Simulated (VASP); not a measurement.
# ZnSe (Fm-3m) in VASP: settings compared, part 2 of 2

VASP 6.6.1. The steps go on from the part before.

**3. Relaxation of cell and atoms, r2SCAN**

This run uses another cell than the first one, of 19.33 Å³/atom, 1.028 times its volume.

The input, POSCAR:

```
ZnSe
1.0
    0.0000000000      2.6836656618      2.6836656618
    2.6836656618      0.0000000000      2.6836656618
    2.6836656618      2.6836656618      0.0000000000
Zn Se
1 1
Direct
    0.0000000000      0.0000000000      0.0000000000
    0.5000000000      0.5000000000      0.5000000000
```

The input, INCAR.step1:

```
PREC     = Accurate       # precision mode
ENCUT    = 600            # plane-wave cutoff, eV
ISMEAR   = -1             # smearing method
SIGMA    = 0.02           # smearing width, eV
LREAL    = F              # projectors in reciprocal space
LASPH    = T              # aspherical terms in the spheres
NELM     = 100            # most SCF steps
GGA      = PE             # functional
ALGO     = Normal         # electronic algorithm
EDIFF    = 1E-4           # SCF threshold, eV
LWAVE    = T              # write WAVECAR
LCHARG   = F              # write CHGCAR
```

The input, INCAR.step2:

```
PREC     = Accurate       # precision mode
ENCUT    = 600            # plane-wave cutoff, eV
EDIFF    = 1E-7           # SCF threshold, eV
ISMEAR   = -1             # smearing method
SIGMA    = 0.02           # smearing width, eV
LREAL    = F              # projectors in reciprocal space
LASPH    = T              # aspherical terms in the spheres
NELM     = 100            # most SCF steps
ALGO     = Normal         # electronic algorithm
ISIF     = 3              # what is computed and relaxed
LWAVE    = F              # write WAVECAR
LCHARG   = F              # write CHGCAR
METAGGA  = R2SCAN         # meta-GGA
LMIXTAU  = T            
IBRION   = 2              # ionic algorithm
NSW      = 80             # ionic steps
EDIFFG   = -0.005         # ionic threshold
ISTART   = 1
```

The input, KPOINTS:

```
regular mesh
0
Gamma
  8 8 8
```

Potentials or basis: VASP PAW PBE potentials, release 64 (Zn, Se).

Started as:

```
cat potpaw_PBE.64/Zn/POTCAR potpaw_PBE.64/Se/POTCAR > POTCAR
cp INCAR.step1 INCAR
mpirun -np 1 vasp_std > vasp.out
cp INCAR.step2 INCAR
mpirun -np 1 vasp_std > vasp.out
```

OUTCAR:

```text
PREC = Accurate
   ENCUT = 600
   EDIFF = 1E-7
   ISMEAR = -1
   LREAL = F
   LASPH = T
   NELM = 100
   ISIF = 3
   METAGGA = R2SCAN
   IBRION = 2
   NSW = 80
   EDIFFG = -0.005
   ISTART = 1

 ion  position               nearest neighbor table
   1  0.000  0.000  0.000-   2 2.68   2 2.68   2 2.68   2 2.68   2 2.68   2 2.68
   2  0.500  0.500  0.500-   1 2.68   1 2.68   1 2.68   1 2.68   1 2.68   1 2.68

  LATTYP: Found a face centered cubic cell.
 ALAT       =     5.3673313236

  Lattice vectors:

 A1 = (   0.0000000000,   2.6836656618,   2.6836656618)
 A2 = (   2.6836656618,   0.0000000000,   2.6836656618)
 A3 = (   2.6836656618,   2.6836656618,   0.0000000000)

Analysis of symmetry for initial positions (statically):
=====================================================================
 Subroutine PRICEL returns:
 Original cell was already a primitive cell.

 Routine SETGRP: Setting up the symmetry group for a
 face centered cubic supercell.

 Subroutine GETGRP returns: Found 48 space group operations
 (whereof 48 operations were pure point group operations)
 out of a pool of 48 trial point group operations.

The static configuration has the point symmetry O_h .

Analysis of symmetry for dynamics (positions and initial velocities):
=====================================================================
 Subroutine PRICEL returns:
 Original cell was already a primitive cell.

 Routine SETGRP: Setting up the symmetry group for a
 face centered cubic supercell.

 Subroutine GETGRP returns: Found 48 space group operations
 (whereof 48 operations were pure point group operations)
 out of a pool of 48 trial point group operations.

The dynamic configuration has the point symmetry O_h .

 Subroutine INISYM returns: Found 48 space group operations
 (whereof 48 operations are pure point group operations),
 and found     1 'primitive' translations

----------------------------------------------------------------------------------------

[... 129 lines left out ...]

--------------------------------------- Ionic step        1  -------------------------------------------

 number of electron      18.0000012 magnetization

 Free energy of the ion-electron system (eV)
  ---------------------------------------------------
  ext. energy  EPLUGINS =         0.00000000
  ---------------------------------------------------
  free energy    TOTEN  =       -24.25963828 eV

  energy without entropy =      -24.25892466  energy(sigma->0) =      -24.25928147

------------------------ aborting loop because EDIFF is reached ----------------------------------------

  FORCE on cell =-STRESS in cart. coord.  units (eV):
  Direction    XX          YY          ZZ          XY          YZ          ZX
  --------------------------------------------------------------------------------------
  -------------------------------------------------------------------------------------
  Total       -0.4929296     -0.4929296     -0.4929296     -0.0000000     -0.0000000      0.0000000
  in kB      -20.4305584    -20.4305584    -20.4305584     -0.0000000     -0.0000000      0.0000000
  external PRESSURE =     -20.4305584 kB  Pullay stress =       0.0000000 kB
[... 95 lines left out ...]
--------------------------------------- Ionic step        4  -------------------------------------------

 number of electron      17.9999993 magnetization

 Free energy of the ion-electron system (eV)
  ---------------------------------------------------
  ext. energy  EPLUGINS =         0.00000000
  ---------------------------------------------------
  free energy    TOTEN  =       -24.26698642 eV

  energy without entropy =      -24.26627401  energy(sigma->0) =      -24.26663022

 E-fermi :   3.1543     XC(G=0): -11.1281

 val. band max:        3.1153618089   @ k =  -0.2500   0.1250   0.0000
 cond. band min:       3.3168884666   @ k =   0.3750   0.3750   0.0000
 fundamental gap:      0.2015266578
 Fermi energy:         3.1543317846

 k-point     1 :       0.0000    0.0000    0.0000
  band No.  band energies     occupation
      1     -11.3310      2.00000
      2      -3.7754      2.00000
      3      -3.7754      2.00000
      4      -3.7374      2.00000
      5      -3.7374      2.00000
      6      -3.7374      2.00000
      7       2.6065      2.00000
      8       2.6065      2.00000
      9       2.6065      2.00000
     10       4.6457      0.00000
     11      12.2317      0.00000
     12      12.2317      0.00000
     13      12.2317      0.00000
[... 354 lines left out ...]
  band No.  band energies     occupation
      1      -9.6917      2.00000
      2      -4.0491      2.00000
      3      -3.9391      2.00000
      4      -3.8836      2.00000
      5      -3.6178      2.00000
      6      -3.6024      2.00000
      7      -2.3925      2.00000
      8       0.6798      2.00000
      9       1.7116      2.00000
     10       6.7536      0.00000
     11       8.4727      0.00000
     12      11.0086      0.00000
     13      12.7144      0.00000

 [... further k-points ...]
[... 5 lines left out ...]
  --------------------------------------------------------------------------------------
  -------------------------------------------------------------------------------------
  Total       -0.0011383     -0.0011383     -0.0011383      0.0000000      0.0000000     -0.0000000
  in kB       -0.0484766     -0.0484766     -0.0484766      0.0000000      0.0000000     -0.0000000
  external PRESSURE =      -0.0484766 kB  Pullay stress =       0.0000000 kB
[... 17 lines left out ...]
  FREE ENERGIE OF THE ION-ELECTRON SYSTEM (eV)
  ---------------------------------------------------
  free  energy   TOTEN  =       -24.2669864233 eV

  energy  without entropy=      -24.2662740088  energy(sigma->0) =      -24.26663022

 reached required accuracy - stopping structural energy minimisation
```

Run time: 3.2 min. Hardware: 1 thread of Intel Xeon Platinum 8488C (Sapphire Rapids), shared host; peak memory 0.19 GiB.

What came out:

- Free energy: -24.2670 eV
- Relaxed volume: 18.81 Å³/atom
- Relaxed cell: a = 3.761 Å, b = 3.761 Å, c = 3.761 Å, α = 60.00°, β = 60.00°, γ = 60.00°
- Space group after relaxing (to 0.05 Å): Fm-3m (No. 225)
- Energy gained by relaxing: 3.7 meV/atom
- Ionic steps: 4
- Pressure after relaxing: 0.0 GPa
- Band gap on the k mesh: zero (band 9 reaches 3.12 eV, above the bottom of band 10 at 2.47 eV)

Step by step:
```csv
step,energy change (eV),largest force (eV/Å),pressure (GPa),volume (Å³)
1,0.0000,0.0000,-2.04,38.66
2,-0.0068,0.0000,0.72,37.29
3,-0.0074,0.0000,0.09,37.58
4,-0.0073,0.0000,0.00,37.62
```

Final structure:
```yaml
crystal:
  lattice:
    - [0.00000, 2.65950, 2.65950]
    - [2.65950, 0.00000, 2.65950]
    - [2.65950, 2.65950, 0.00000]
  atoms:
    - { symbol: Zn, position: [0.00000, 0.00000, 0.00000] }
    - { symbol: Se, position: [0.50000, 0.50000, 0.50000] }
```

Levels at points of the mesh, in eV from the Fermi level:
```
           k point  band 6  band 7  band 8  band 9  band 10  band 11  band 12  band 13
(0.00, 0.00, 0.00)   -6.89   -0.55   -0.55   -0.55     1.49     9.08     9.08     9.08
(0.50, 0.00, 0.00)   -6.78   -5.88   -0.18   -0.18     3.87     5.40     5.40     6.97
(0.50, 0.50, 0.00)   -6.41   -5.30   -2.61   -2.61    -0.69     5.34    12.26    12.26
```

Caveat: the PAW data sets were made with another functional, which shifts forces and pressure a little.

**4. Single point, PBE**

The input, INCAR:

```
SYSTEM = ZnSe
  ALGO = Normal
  EDIFF = 1E-6
  ENCUT = 500
  GGA = PE
  GGA_COMPAT = .FALSE.
  ISIF = 2
  ISMEAR = -1
  LASPH = .TRUE.
  LCHARG = .TRUE.
  LELF = .TRUE.
  LREAL = .FALSE.
  LVHAR = .TRUE.
  LWAVE = .FALSE.
  NBANDS = 16
  NELM = 120
  PREC = Accurate
  SIGMA = 0.02
```

The input, KPOINTS:

```
k-points
0
G
  8 8 8
  0 0 0
```

The input, POSCAR:

```
ZnSe
1.0
    0.0000000000      2.6587577920      2.6587577920
    2.6587577920      0.0000000000      2.6587577920
    2.6587577920      2.6587577920      0.0000000000
Zn Se
1 1
Direct
    0.0000000000      0.0000000000      0.0000000000
    0.5000000000      0.5000000000      0.5000000000
```

Potentials or basis: VASP PAW PBE potentials, release 64 (Zn, Se).

Started as:

```
cat potpaw_PBE.64/Zn/POTCAR potpaw_PBE.64/Se/POTCAR > POTCAR
mpirun -np 1 vasp_std > vasp.out
```

OUTCAR:

```text
SYSTEM = ZnSe
   EDIFF = 1E-6
   ENCUT = 500
   GGA = PE
   ISIF = 2
   ISMEAR = -1
   LASPH = .TRUE.
   LREAL = .FALSE.
   NELM = 120
   PREC = Accurate

 ion  position               nearest neighbor table
   1  0.000  0.000  0.000-   2 2.66   2 2.66   2 2.66   2 2.66   2 2.66   2 2.66
   2  0.500  0.500  0.500-   1 2.66   1 2.66   1 2.66   1 2.66   1 2.66   1 2.66

  LATTYP: Found a face centered cubic cell.
 ALAT       =     5.3175155840

  Lattice vectors:

 A1 = (   0.0000000000,   2.6587577920,   2.6587577920)
 A2 = (   2.6587577920,   0.0000000000,   2.6587577920)
[... 625 lines left out ...]
      5      -3.1274      2.00000
      6      -3.1086      2.00000
[... 8 lines left out ...]
     15      15.2172      0.00000
     16      18.7889      0.00000

 [... further k-points ...]
[... 5 lines left out ...]
  --------------------------------------------------------------------------------------
  -------------------------------------------------------------------------------------
  Total        0.5453352      0.5453352      0.5453352     -0.0000000     -0.0000000     -0.0000000
  in kB       23.2438337     23.2438337     23.2438337     -0.0000000     -0.0000000     -0.0000000
  external PRESSURE =      23.2438337 kB  Pullay stress =       0.0000000 kB

 VOLUME and BASIS-vectors are now :
 -----------------------------------------------------------------------------
  energy-cutoff  :      500.00
  volume of cell :       37.59
      direct lattice vectors                 reciprocal lattice vectors
     0.000000000  2.658757792  2.658757792    -0.188057747  0.188057747  0.188057747
     2.658757792  0.000000000  2.658757792     0.188057747 -0.188057747  0.188057747
     2.658757792  2.658757792  0.000000000     0.188057747  0.188057747 -0.188057747

 POSITION                                       TOTAL-FORCE (eV/Angst)
 -----------------------------------------------------------------------------------
      0.00000      0.00000      0.00000         0.000000     -0.000000     -0.000000
      2.65876      2.65876      2.65876         0.000000      0.000000      0.000000
 -----------------------------------------------------------------------------------
    total drift:                               -0.000000      0.000000      0.000000

  FREE ENERGIE OF THE ION-ELECTRON SYSTEM (eV)
  ---------------------------------------------------
  free  energy   TOTEN  =        -5.4025724468 eV

  energy  without entropy=       -5.4008006137  energy(sigma->0) =       -5.40168653
```

OSZICAR:

```text
N       E                     dE             d eps       ncg     rms          rms(c)
DAV:   1     0.848972482108E+02    0.84897E+02   -0.87505E+03   928   0.133E+03
DAV:   2    -0.853020865764E+00   -0.85750E+02   -0.80812E+02  1040   0.255E+02
DAV:   3    -0.571281488329E+01   -0.48598E+01   -0.48372E+01  1152   0.592E+01
DAV:   4    -0.574555763105E+01   -0.32743E-01   -0.32740E-01  1096   0.494E+00
DAV:   5    -0.574568068847E+01   -0.12306E-03   -0.12306E-03  1168   0.305E-01    0.461E+00
DAV:   6    -0.542703989676E+01    0.31864E+00   -0.57145E-01  1256   0.233E+01    0.359E+00
DAV:   7    -0.540443783512E+01    0.22602E-01   -0.12799E-01  1104   0.341E+00    0.156E+00
DAV:   8    -0.540273061618E+01    0.17072E-02   -0.41005E-03  1264   0.733E-01    0.454E-01
DAV:   9    -0.540254505080E+01    0.18557E-03   -0.12592E-03  1096   0.275E-01    0.490E-02
DAV:  10    -0.540256594539E+01   -0.20895E-04   -0.66785E-05  1144   0.685E-02    0.257E-02
DAV:  11    -0.540257234082E+01   -0.63954E-05   -0.72070E-06  1072   0.344E-02    0.653E-03
DAV:  12    -0.540257244676E+01   -0.10594E-06   -0.73922E-07   840   0.148E-02
   1 F= -.54025724E+01 E0= -.54016865E+01  d E =-.177183E-02
```

stdout:

```text
POSCAR found type information on POSCAR ZnSe
 POSCAR found :  2 types and       2 ions
 scaLAPACK will be used
 LDA part: xc-table for (Slater+PW92), standard interpolation
 POSCAR, INCAR and KPOINTS ok, starting setup
 FFT: planning ... GRIDC
 FFT: planning ... GRID_SOFT
 FFT: planning ... GRID
 WAVECAR not read
 entering main loop
```

It took 17 s on 1 thread of AMD EPYC 7R43 (Zen 3), shared host; peak memory 0.12 GiB.

What came out:

```yaml
Free_energy: -5.4026 eV
Pressure: 2.3 GPa
Band_gap_on_the_k_mesh: zero (band 9 reaches 3.40 eV, above the bottom of band 10 at 2.35 eV)
```

Levels at points of the mesh, in eV from the Fermi level:
```tsv
k point	band 6	band 7	band 8	band 9	band 10	band 11	band 12	band 13
(0.00, 0.00, 0.00)	-6.66	-0.51	-0.51	-0.51	0.84	8.56	8.56	8.56
(0.50, 0.00, 0.00)	-6.54	-5.74	-0.14	-0.14	3.27	4.94	4.94	6.36
(0.50, 0.50, 0.00)	-6.18	-5.20	-2.54	-2.54	-1.06	4.90	11.39	11.39
```

**5. Summary**

```tsv
task	level	cell	cutoff (eV)	gap on the mesh (eV)	pressure (GPa)
single point	r2SCAN	a = 3.760 Å, angles 60.0°, 2 atoms	520	none	0.2
relaxation of cell and atoms	r2SCAN	relaxed from a = 3.795 Å, angles 60.0°, 2 atoms	600	none	0.0
single point	PBE	a = 3.760 Å, angles 60.0°, 2 atoms	500	none	2.3
```

Alike in all rows: potentials or basis VASP PAW PBE potentials, release 64 (Zn, Se); no spin polarisation; k mesh 8 × 8 × 8; smearing fermi-dirac 0.02 eV.

Caveats: the PAW data sets were made with another functional, which shifts forces and pressure a little (some runs).

Absolute energies hang on the potentials; compare differences alone.
